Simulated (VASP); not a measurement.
# BaO (Fm-3m) in VASP: notebook

BaO is run at these levels: PBE+D3(BJ); tasks: single point, relaxation of cell and atoms.

Everything below comes from runs of VASP 6.6.1. Logs are shortened: lines on timing, memory, paths and dates and some standing lists are left out, and cuts for length are marked.

### Step 1. The cell of the first run

It takes space group Fm-3m (No. 225, cubic). Conventional cell: a = 5.520 Å, b = 5.520 Å, c = 5.520 Å, α = 90.00°, β = 90.00°, γ = 90.00°. Ba (site symmetry m-3m) has 6 O at 2.76 Å within 3.6 Å. O (site symmetry m-3m) has 6 Ba at 2.76 Å within 3.6 Å.

### Step 2. Single point, PBE+D3(BJ)

Input file INCAR:

```
PREC = Accurate
ENCUT = 600
EDIFF = 1E-6
ISMEAR = 0
SIGMA = 0.1
LREAL = F
LASPH = T
NELM = 120
ALGO = Normal
ISIF = 2
LWAVE = F
LCHARG = F
GGA = PE
IVDW = 12
NBANDS = 15
GGA_COMPAT = F
```

Input file KPOINTS:

```
Automatic mesh
0
Gamma
  6 6 6
```

Input file POSCAR:

```
BaO
1.0
    0.0000000000      2.7600000000      2.7600000000
    2.7600000000      0.0000000000      2.7600000000
    2.7600000000      2.7600000000      0.0000000000
Ba O
1 1
Direct
    0.0000000000      0.0000000000      0.0000000000
    0.5000000000      0.5000000000      0.5000000000
```

Potentials or basis: VASP PAW PBE potentials, release 64 (Ba_sv, O).

Run with:

```console
$ cat potpaw_PBE.64/Ba_sv/POTCAR potpaw_PBE.64/O/POTCAR > POTCAR
$ mpirun -np 1 vasp_std > vasp.out
```

OUTCAR:

```text
PREC = Accurate
   ENCUT = 600
   EDIFF = 1E-6
   ISMEAR = 0
   LREAL = F
   LASPH = T
   NELM = 120
   ISIF = 2
   GGA = PE
   IVDW = 12
 IVDW          = 12

 ion  position               nearest neighbor table
   1  0.000  0.000  0.000-   2 2.76   2 2.76   2 2.76   2 2.76   2 2.76   2 2.76
   2  0.500  0.500  0.500-   1 2.76   1 2.76   1 2.76   1 2.76   1 2.76   1 2.76

  LATTYP: Found a face centered cubic cell.
 ALAT       =     5.5200000000

  Lattice vectors:

 A1 = (   0.0000000000,   2.7600000000,   2.7600000000)
 A2 = (   2.7600000000,   0.0000000000,   2.7600000000)
 A3 = (   2.7600000000,   2.7600000000,   0.0000000000)

Analysis of symmetry for initial positions (statically):
=====================================================================
 Subroutine PRICEL returns:
 Original cell was already a primitive cell.

 Routine SETGRP: Setting up the symmetry group for a
 face centered cubic supercell.

 Subroutine GETGRP returns: Found 48 space group operations
 (whereof 48 operations were pure point group operations)
 out of a pool of 48 trial point group operations.

The static configuration has the point symmetry O_h .

Analysis of symmetry for dynamics (positions and initial velocities):
=====================================================================
 Subroutine PRICEL returns:
 Original cell was already a primitive cell.

 Routine SETGRP: Setting up the symmetry group for a
 face centered cubic supercell.

 Subroutine GETGRP returns: Found 48 space group operations
 (whereof 48 operations were pure point group operations)
 out of a pool of 48 trial point group operations.

The dynamic configuration has the point symmetry O_h .

 Subroutine INISYM returns: Found 48 space group operations
 (whereof 48 operations are pure point group operations),
 and found     1 'primitive' translations

----------------------------------------------------------------------------------------

                                     Primitive cell

  volume of cell :      42.0492

  direct lattice vectors                    reciprocal lattice vectors
     0.000000000  2.760000000  2.760000000    -0.181159420  0.181159420  0.181159420
     2.760000000  0.000000000  2.760000000     0.181159420 -0.181159420  0.181159420
     2.760000000  2.760000000  0.000000000     0.181159420  0.181159420 -0.181159420

  length of vectors
     3.903229432  3.903229432  3.903229432     0.313777320  0.313777320  0.313777320

  position of ions in fractional coordinates (direct lattice)
     0.000000000  0.000000000  0.000000000
     0.500000000  0.500000000  0.500000000

  ion indices of the primitive-cell ions
   primitive index   ion index
                 1           1
                 2           2

----------------------------------------------------------------------------------------

 KPOINTS: Automatic mesh

Automatic generation of k-mesh.
 Grid dimensions read from file:
 generate k-points for:    6    6    6

 Generating k-lattice:

  Cartesian coordinates                     Fractional coordinates (reciprocal lattice)
    -0.030193237  0.030193237  0.030193237     0.166666667  0.000000000  0.000000000
     0.030193237 -0.030193237  0.030193237     0.000000000  0.166666667  0.000000000
     0.030193237  0.030193237 -0.030193237     0.000000000  0.000000000  0.166666667

  Length of vectors
     0.052296220  0.052296220  0.052296220

  Shift w.r.t. Gamma in fractional coordinates (k-lattice)
     0.000000000  0.000000000  0.000000000

 Subroutine IBZKPT returns following result:
 ===========================================

 Found     16 irreducible k-points:

 Following reciprocal coordinates:
            Coordinates               Weight
  0.000000  0.000000  0.000000      1.000000
  0.166667  0.000000  0.000000      8.000000
  0.333333  0.000000  0.000000      8.000000
  0.500000  0.000000  0.000000      4.000000
  0.166667  0.166667  0.000000      6.000000
  0.333333  0.166667  0.000000     24.000000
[... 8 lines left out ...]
 -0.333333  0.333333  0.166667     24.000000
 -0.333333  0.500000  0.166667     12.000000
   k-points           NKPTS =     16   k-points in BZ     NKDIM =     16   number of bands    NBANDS=     15
   number of dos      NEDOS =    301   number of ions     NIONS =      2
   total plane-waves  NPLWV =  32768
   dimension x,y,z NGX =    32 NGY =   32 NGZ =   32
   dimension x,y,z NGXF=    64 NGYF=   64 NGZF=   64
   ions per type =               1   1
   NGX,Y,Z   is equivalent  to a cutoff of  13.63, 13.63, 13.63 a.u.
   NGXF,Y,Z  is equivalent  to a cutoff of  27.26, 27.26, 27.26 a.u.
 SYSTEM =  unknown system
   PREC   = accura    normal or accurate (medium, high low for compatibility)
   ISTART =      0    job   : 0-new  1-cont  2-samecut
   ICHARG =      2    charge: 1-file 2-atom 10-const
   ISPIN  =      1    spin polarized calculation?
   LNONCOLLINEAR =      F non collinear calculations
   LSORBIT =      F    spin-orbit coupling
[... 62 lines left out ...]
      3      -8.4568      2.00000
      4      -8.4568      2.00000
      5      -8.4568      2.00000
      6       1.5799      2.00000
      7       1.5799      2.00000
      8       1.5799      2.00000
      9       5.5381      0.00000
     10       6.6252      0.00000
     11       6.6252      0.00000
     12       6.6252      0.00000
     13       8.9172      0.00000
     14       8.9172      0.00000
     15      11.9296      0.00000

 k-point     2 :       0.1667    0.0000    0.0000
  band No.  band energies     occupation
      1     -23.9005      2.00000
      2     -13.2871      2.00000
      3      -8.5183      2.00000
      4      -8.4885      2.00000
      5      -8.4885      2.00000
      6       1.0373      2.00000
      7       1.2412      2.00000
      8       1.2412      2.00000
      9       6.3569      0.00000
     10       6.7359      0.00000
     11       7.1368      0.00000
     12       7.1368      0.00000
     13       9.6096      0.00000
     14       9.6096      0.00000
     15      13.5435      0.00000

 k-point     3 :       0.3333    0.0000    0.0000
  band No.  band energies     occupation
      1     -23.7661      2.00000
      2     -13.6639      2.00000
      3      -8.6280      2.00000
      4      -8.5496      2.00000
      5      -8.5496      2.00000
      6       0.2413      2.00000
      7       0.6719      2.00000
      8       0.6719      2.00000
      9       6.5784      0.00000
     10       8.3680      0.00000
     11       8.3680      0.00000
     12       8.9261      0.00000
     13      11.1569      0.00000
     14      11.1569      0.00000
     15      15.8299      0.00000

 k-point     4 :       0.5000    0.0000    0.0000
  band No.  band energies     occupation
      1     -23.6962      2.00000
      2     -13.8530      2.00000
      3      -8.6770      2.00000
      4      -8.5790      2.00000
      5      -8.5790      2.00000
      6      -0.0887      2.00000
      7       0.4247      2.00000
      8       0.4247      2.00000
      9       6.8856      0.00000
     10       9.1328      0.00000
     11       9.1328      0.00000
     12      10.1905      0.00000
     13      12.5173      0.00000
     14      12.5173      0.00000
     15      15.4528      0.00000
[... 163 lines left out ...]
 k-point    14 :       0.5000    0.3333    0.1667
  band No.  band energies     occupation
      1     -23.6834      2.00000
      2     -13.5667      2.00000
      3      -9.1474      2.00000
      4      -9.1098      2.00000
      5      -8.6045      2.00000
      6       0.6733      2.00000
      7       0.8984      2.00000
      8       1.5921      2.00000
      9       5.5812      0.00000
     10       8.0707      0.00000
     11       9.1364      0.00000
     12       9.8469      0.00000
     13      11.2605      0.00000
     14      13.0631      0.00000
     15      14.8954      0.00000

 k-point    15 :      -0.3333    0.3333    0.1667
  band No.  band energies     occupation
      1     -23.6390      2.00000
      2     -13.5887      2.00000
      3      -9.3296      2.00000
      4      -9.3208      2.00000
      5      -8.5483      2.00000
      6       0.4826      2.00000
      7       1.3694      2.00000
      8       1.3897      2.00000
      9       6.6954      0.00000
     10       6.9446      0.00000
     11       9.3495      0.00000
     12      10.5358      0.00000
     13      11.9195      0.00000
     14      13.8841      0.00000
     15      14.5308      0.00000

 k-point    16 :      -0.3333    0.5000    0.1667
  band No.  band energies     occupation
      1     -23.6210      2.00000
      2     -13.4384      2.00000
      3      -9.7686      2.00000
      4      -9.3106      2.00000
      5      -8.6612      2.00000
      6       0.8569      2.00000
      7       1.6987      2.00000
      8       1.8276      2.00000
      9       5.2029      0.00000
     10       8.1594      0.00000
     11       8.6565      0.00000
     12      11.5282      0.00000
     13      11.7534      0.00000
     14      14.1184      0.00000
     15      14.3743      0.00000

------------------------ aborting loop because EDIFF is reached ----------------------------------------

 Edisp (eV)   -0.45814

 E8    (eV) :    -0.2369

  FORCE on cell =-STRESS in cart. coord.  units (eV):
  Direction    XX          YY          ZZ          XY          YZ          ZX
  --------------------------------------------------------------------------------------
  -------------------------------------------------------------------------------------
  Total       0.53847     0.53847     0.53847    -0.00000     0.00000     0.00000
  in kB      20.51717    20.51717    20.51717    -0.00000     0.00000     0.00000
  external pressure =       20.52 kB  Pullay stress =        0.00 kB

 VOLUME and BASIS-vectors are now :
 -----------------------------------------------------------------------------
  energy-cutoff  :      600.00
  volume of cell :       42.05
      direct lattice vectors                 reciprocal lattice vectors
     0.000000000  2.760000000  2.760000000    -0.181159420  0.181159420  0.181159420
     2.760000000  0.000000000  2.760000000     0.181159420 -0.181159420  0.181159420
     2.760000000  2.760000000  0.000000000     0.181159420  0.181159420 -0.181159420

 POSITION                                       TOTAL-FORCE (eV/Angst)
 -----------------------------------------------------------------------------------
      0.00000      0.00000      0.00000         0.000000     -0.000000      0.000000
      2.76000      2.76000      2.76000        -0.000000      0.000000      0.000000
 -----------------------------------------------------------------------------------
    total drift:                                0.000000     -0.000000      0.000000

  FREE ENERGIE OF THE ION-ELECTRON SYSTEM (eV)
  ---------------------------------------------------
  free  energy   TOTEN  =       -12.2429215646 eV

  energy  without entropy=      -12.2429215646  energy(sigma->0) =      -12.24292156
```

Run time: 20 s. Hardware: 1 thread of AMD EPYC 7R13, shared host; peak memory 0.16 GiB.

What came out:

```yaml
Free_energy: -12.2429 eV
Pressure: 2.1 GPa
Band_gap_on_the_k_mesh: 1.94 eV
Dispersion_energy_per_atom: -0.229 eV
```

Caveat: spin-orbit coupling is left out, which moves the levels of the heavy elements.

### Step 3. Single point, PBE+D3(BJ)

This run uses another cell than the first one, of 21.12 Å³/atom.

Input file INCAR:

```
SYSTEM = BaO
ALGO = Normal
EDIFF = 1E-6
ENCUT = 600
GGA = PE
GGA_COMPAT = .FALSE.
ISIF = 2
ISMEAR = 0
IVDW = 12
LASPH = .TRUE.
LCHARG = .FALSE.
LREAL = .FALSE.
LWAVE = .FALSE.
NBANDS = 15
NELM = 120
PREC = Accurate
SIGMA = 0.02
```

Input file KPOINTS:

```
k-points
0
G
  8 8 8
  0 0 0
```

Input file POSCAR:

```
BaO
1.0
    0.0000000000      2.7643618899      2.7643618899
    2.7643618899      0.0000000000      2.7643618899
    2.7643618899      2.7643618899      0.0000000000
Ba O
1 1
Direct
    0.0000000000      0.0000000000      0.0000000000
    0.5000000000      0.5000000000      0.5000000000
```

Potentials or basis: VASP PAW PBE potentials, release 64 (Ba_sv, O).

Run with:

```console
$ cat potpaw_PBE.64/Ba_sv/POTCAR potpaw_PBE.64/O/POTCAR > POTCAR
$ mpirun -np 1 vasp_std > vasp.out
```

Run time: 32 s. Hardware: 1 thread of AMD EPYC 7R13, shared host; peak memory 0.17 GiB.

It converged, with:

* Free energy: -12.2456 eV
* Pressure: 1.7 GPa
* Band gap on the k mesh: 1.96 eV
* Dispersion energy per atom: -0.228 eV

Levels at points of the mesh, in eV from the valence-band top:
```csv
k point,band 6,band 7,band 8,band 9,band 10,band 11
"(0.00, 0.00, 0.00)",-0.36,-0.36,-0.36,3.57,4.68,4.68
"(0.50, 0.00, 0.00)",-2.02,-1.50,-1.50,4.93,7.17,7.17
"(0.50, 0.50, 0.00)",-0.17,-0.17,0.00,1.96,5.99,8.91
```

Caveat: spin-orbit coupling is left out, which moves the levels of the heavy elements.

### Step 4. Single point, PBE+D3(BJ)

This run uses another cell than the first one, of 21.12 Å³/atom.

Input file INCAR:

```
ALGO = Normal ; EDIFF = 1E-6
ENCUT = 600 ; GGA = PE
GGA_COMPAT = F ; ISIF = 2
ISMEAR = 0 ; IVDW = 12
LASPH = T ; LCHARG = T
LELF = T ; LREAL = F
LVHAR = T ; LWAVE = F
NBANDS = 15 ; NELM = 120
PREC = Accurate ; SIGMA = 0.02
```

Input file KPOINTS:

```
k-points
0
Gamma
  8 8 8
```

POSCAR is that of step 3.

Run with:

```console
$ cat potpaw_PBE.64/Ba_sv/POTCAR potpaw_PBE.64/O/POTCAR > POTCAR
$ mpirun -np 1 vasp_std > vasp.out
```

Wall time 34 s (1 thread of AMD EPYC 7R13, shared host); peak memory 0.17 GiB.

The run converged. Its results:

| Quantity | Value |
| --- | --- |
| Free energy | -12.2456 eV |
| Pressure | 1.7 GPa |
| Band gap on the k mesh | 1.96 eV |
| Dispersion energy per atom | -0.228 eV |

Levels at points of the mesh, in eV from the valence-band top:
```csv
k point,band 4,band 5,band 6,band 7,band 8,band 9,band 10,band 11,band 12,band 13
"(0.00, 0.00, 0.00)",-10.41,-10.41,-0.36,-0.36,-0.36,3.57,4.68,4.68,4.68,6.96
"(0.50, 0.00, 0.00)",-10.54,-10.54,-2.02,-1.50,-1.50,4.93,7.17,7.17,8.22,10.53
"(0.50, 0.50, 0.00)",-11.01,-11.01,-0.17,-0.17,0.00,1.96,5.99,8.91,9.43,9.76
```

Caveat: spin-orbit coupling is left out, which moves the levels of the heavy elements. A k mesh can miss the band edges.

### Step 5. Relaxation of cell and atoms, PBE+D3(BJ)

Input file INCAR:

```
SYSTEM = BaO
PREC     = Accurate       ! precision mode
ENCUT    = 600            ! plane-wave cutoff, eV
EDIFF    = 1E-7           ! SCF threshold, eV
ISMEAR   = 0              ! smearing method
SIGMA    = 0.02           ! smearing width, eV
LREAL    = .False.        ! projectors in reciprocal space
LASPH    = .True.         ! aspherical terms in the spheres
NELM     = 120            ! most SCF steps
ALGO     = Normal         ! electronic algorithm
ISIF     = 3              ! what is computed and relaxed
LWAVE    = .False.        ! write WAVECAR
LCHARG   = .False.        ! write CHGCAR
GGA      = PE             ! functional
IVDW     = 12             ! dispersion correction
IBRION   = 2              ! ionic algorithm
NSW      = 100            ! ionic steps
EDIFFG   = -0.002         ! ionic threshold
GGA_COMPAT= .False.      
NELMIN   = 4
```

Input file KPOINTS:

```
Automatic mesh
0
Gamma
  8 8 8
  0 0 0
```

Input file POSCAR:

```
BaO
1.0
    0.0000000000      2.7600000000      2.7600000000
    2.7600000000      0.0000000000      2.7600000000
    2.7600000000      2.7600000000      0.0000000000
Ba O
1 1
Direct
    0.0000000000      0.0000000000      0.0000000000
    0.5000000000      0.5000000000      0.5000000000
```

Run with:

```console
$ cat potpaw_PBE.64/Ba_sv/POTCAR potpaw_PBE.64/O/POTCAR > POTCAR
$ mpirun -np 1 vasp_std > vasp.out
```

It took 80 s on 1 thread of AMD EPYC 7R13, shared host; peak memory 0.17 GiB.

Results (log left out):

| Property | Result |
| --- | --- |
| Free energy | -12.2501 eV |
| Relaxed volume | 21.59 Å³/atom |
| Relaxed cell | a = 3.938 Å, b = 3.938 Å, c = 3.938 Å, α = 60.00°, β = 60.00°, γ = 60.00° |
| Space group after relaxing (to 0.1 Å) | Fm-3m (No. 225) |
| Energy gained by relaxing | 3.5 meV/atom |
| Ionic steps | 3 |
| Pressure after relaxing | 0.0 GPa |
| Band gap on the k mesh | 2.03 eV |
| Dispersion energy per atom | -0.223 eV |

Step by step:
```
step  energy change (eV)  largest force (eV/Å)  pressure (GPa)  volume (Å³)
   1              0.0000                0.0000            2.04        42.05
   2             -0.0057                0.0000           -0.83        43.70
   3             -0.0070                0.0000            0.00        43.18
```

Final structure:
```cif
data_structure
_symmetry_space_group_name_H-M 'P 1'
_symmetry_Int_Tables_number 1
_cell_length_a 3.9380
_cell_length_b 3.9380
_cell_length_c 3.9380
_cell_angle_alpha 60.000
_cell_angle_beta 60.000
_cell_angle_gamma 60.000
_cell_volume 43.18
loop_
_atom_site_label
_atom_site_type_symbol
_atom_site_fract_x
_atom_site_fract_y
_atom_site_fract_z
_atom_site_occupancy
Ba1 Ba 0.00000 0.00000 0.00000 1
O1 O 0.50000 0.50000 0.50000 1
```

Levels at points of the mesh, in eV from the valence-band top:
```tsv
k point	band 6	band 7	band 8	band 9	band 10	band 11
(0.00, 0.00, 0.00)	-0.30	-0.30	-0.30	3.48	4.69	4.69
(0.50, 0.00, 0.00)	-1.93	-1.40	-1.40	4.91	7.11	7.11
(0.50, 0.50, 0.00)	-0.13	-0.13	0.00	2.03	5.91	8.82
```

Caveat: spin-orbit coupling is left out, which moves the levels of the heavy elements. A k mesh can miss the band edges.

### Step 6. Summary

```tsv
task	cell	k mesh	smearing	gap on the mesh (eV)	pressure (GPa)
single point	a = 3.903 Å, angles 60.0°, 2 atoms	6 × 6 × 6	gaussian 0.1 eV	1.94	2.1
single point	a = 3.909 Å, angles 60.0°, 2 atoms	8 × 8 × 8	gaussian 0.02 eV	1.96	1.7
relaxation of cell and atoms	relaxed from a = 3.903 Å, angles 60.0°, 2 atoms	8 × 8 × 8	gaussian 0.02 eV	2.03	0.0
```

Alike in all rows: level PBE+D3(BJ); potentials or basis VASP PAW PBE potentials, release 64 (Ba_sv, O); no spin polarisation; cutoff (eV) 600.

Caveats: spin-orbit coupling is left out, which moves the levels of the heavy elements.

Absolute energies hang on the potentials; compare differences alone.
